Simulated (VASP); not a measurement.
Wanted: the native input for a VASP 6.6.1 run.

```
Task                   : electric field gradients
Functional             : PBEsol
Potentials or basis    : VASP PAW PBE potentials, release 64 (Pb_d, Se)
Cutoff                 : 520 eV
k mesh                 : 9 × 9 × 9
Occupations            : fermi-dirac, width 0.01 eV
Spin                   : no spin polarisation
Dipole correction      : no
Further INCAR settings : ALGO = Normal; EDIFF = 1e-08; NBANDS = 17
```

The structure of PbSe lies in POSCAR:

```
PbSe
1.0
   -0.0918645000      3.0162177500      3.0162177500
    3.0162177500     -0.0918645000      3.0162177500
    3.0162177500      3.0162177500     -0.0918645000
Pb Se
1 1
Direct
    0.0000000000      0.0000000000      0.0000000000
    0.5000000000      0.5000000000      0.5000000000
```

This cell differs from its parent crystal: equal xy, yz and zx shear strains of -3 %.

One way to write it, as run:

INCAR

```
PREC     = Accurate       # precision mode
ENCUT    = 520            # plane-wave cutoff, eV
EDIFF    = 1E-8           # SCF threshold, eV
ISMEAR   = -1             # smearing method
SIGMA    = 0.01           # smearing width, eV
LREAL    = False          # projectors in reciprocal space
LASPH    = True           # aspherical terms in the spheres
NELM     = 60             # most SCF steps
ALGO     = Normal         # electronic algorithm
ISIF     = 2              # what is computed and relaxed
LWAVE    = False          # write WAVECAR
LCHARG   = False          # write CHGCAR
GGA      = PS             # functional
LEFG     = True         
NBANDS   = 17             # bands
```

KPOINTS

```
regular mesh
0
Gamma
  9 9 9
```

Potentials or basis: VASP PAW PBE potentials, release 64 (Pb_d, Se).

Run with:

```sh
$ cat potpaw_PBE.64/Pb_d/POTCAR potpaw_PBE.64/Se/POTCAR > POTCAR
$ mpirun -np 1 vasp_std > vasp.out
```

It gave:

The pressure is -0.6 GPa and the band gap on the k mesh is 0.38 eV, indirect (least direct gap 0.60 eV).

Caveat: the cell differs from its parent crystal (equal xy, yz and zx shear strains of -3 %); without QUAD_EFG the Cq values of the log hold for a quadrupole moment of 1 mb, not for the nuclei; the PAW data sets were made with another functional, which shifts forces and pressure a little; spin-orbit coupling is left out, which moves the levels of the heavy elements.

It took 53 s on 1 thread of Intel Xeon 6975P-C, on a shared host, peak memory 0.23 GiB.
